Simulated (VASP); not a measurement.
A run of VASP 6.6.1 is set up as follows.

Contents of INCAR:

```
PREC     = Accurate       # precision mode
ENCUT    = 520            # plane-wave cutoff, eV
EDIFF    = 1E-7           # SCF threshold, eV
ISMEAR   = -1             # smearing method
SIGMA    = 0.08           # smearing width, eV
LREAL    = F              # projectors in reciprocal space
LASPH    = T              # aspherical terms in the spheres
NELM     = 60             # most SCF steps
ALGO     = Normal         # electronic algorithm
ISIF     = 2              # what is computed and relaxed
LWAVE    = F              # write WAVECAR
LCHARG   = F              # write CHGCAR
GGA      = CA             # functional
NBANDS   = 16             # bands
```

The input KPOINTS:

```
regular mesh
0
Gamma
  7 7 7
```

POSCAR

```
Rb
1.0
    0.0000000000      4.6518463431      4.6518463431
    4.6518463431      0.0000000000      4.6518463431
    4.6518463431      4.6518463431      0.0000000000
Rb
2
Direct
   -0.1250000000     -0.1250000000     -0.1250000000
    0.1250000000      0.1250000000      0.1250000000
```

Potentials or basis: VASP PAW LDA potentials, release 64 (Rb_sv).

Launch:

```sh
$ cat potpaw_LDA.64/Rb_sv/POTCAR > POTCAR
$ mpirun -np 1 vasp_std > vasp.out
```

Question: Estimate the band gap on the k mesh.

Answer: Zero (band 9 reaches -0.22 eV, above the bottom of band 10 at -0.28 eV).

Question: Estimate the pressure.

Answer: 0.3 GPa.
